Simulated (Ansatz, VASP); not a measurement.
# TiN: VASP beside Ansatz

Contents of INCAR:

```
SYSTEM = TiN
ALGO = Normal
EDIFF = 1E-6
ENCUT = 520
ISIF = 2
ISMEAR = 0
LASPH = .TRUE.
LCHARG = .FALSE.
LREAL = .FALSE.
LWAVE = .FALSE.
NBANDS = 16
NELM = 100
PREC = Accurate
SIGMA = 0.1
```

Contents of KPOINTS:

```
k-points
0
G
  8 8 8
  0 0 0
```

Contents of POSCAR:

```
TiN
1.0
    0.0000000000      2.1206234500      2.1206234500
    2.1206234500      0.0000000000      2.1206234500
    2.1206234500      2.1206234500      0.0000000000
Ti N
1 1
Direct
    0.0000000000      0.0000000000      0.0000000000
    0.5000000000      0.5000000000      0.5000000000
```

Input for Ansatz:

```yaml
crystal:
  lattice:
    - [0.0, 2.12062345, 2.12062345]
    - [2.12062345, 0.0, 2.12062345]
    - [2.12062345, 2.12062345, 0.0]
  atoms:
    - { symbol: Ti, position: [0.0, 0.0, 0.0] }
    - { symbol: "N", position: [0.5, 0.5, 0.5] }
basis:
  ecutwfc: 420
kpoints:
  mp_grid: { grid: [8, 8, 8] }
hamiltonian:
  xc: lda
  pseudopotentials: { kind: paw, azcp: { folder: soft_1 } }
scf:
  occupations: { method: gaussian, width: 0.1 }
output:
  forces: true
  stress: true
  eigenvalues: true
```

Alike in both runs: task single point; functional LDA; k mesh 8 × 8 × 8; occupations gaussian, width 0.1 eV; no spin polarisation.

|  | VASP | Ansatz |
| --- | --- | --- |
| version | VASP 6.6.1 | Ansatz 0.2.0 |
| potentials or method | VASP PAW LDA potentials, release 64 (Ti_sv, N), cutoff 520 eV | scalar-relativistic, plane waves, PAW |
| valence electrons in the cell | 17 | 17 |

Ansatz gave:

| Property | Result |
| --- | --- |
| gap on the k mesh at the Fermi level (eV) | none |
| pressure (GPa) | -14.1 |

Question: What did VASP give for the same quantities?

Answer: gap on the k mesh at the Fermi level (eV): none; pressure (GPa): -13.2.

Ansatz warns that its potentials were made for another functional, while VASP's fit it. LDA's correlation is that of Perdew and Zunger in VASP and of Perdew and Wang (1992) in Ansatz. A gap of «none» marks a metal or a gap that the smearing closes.
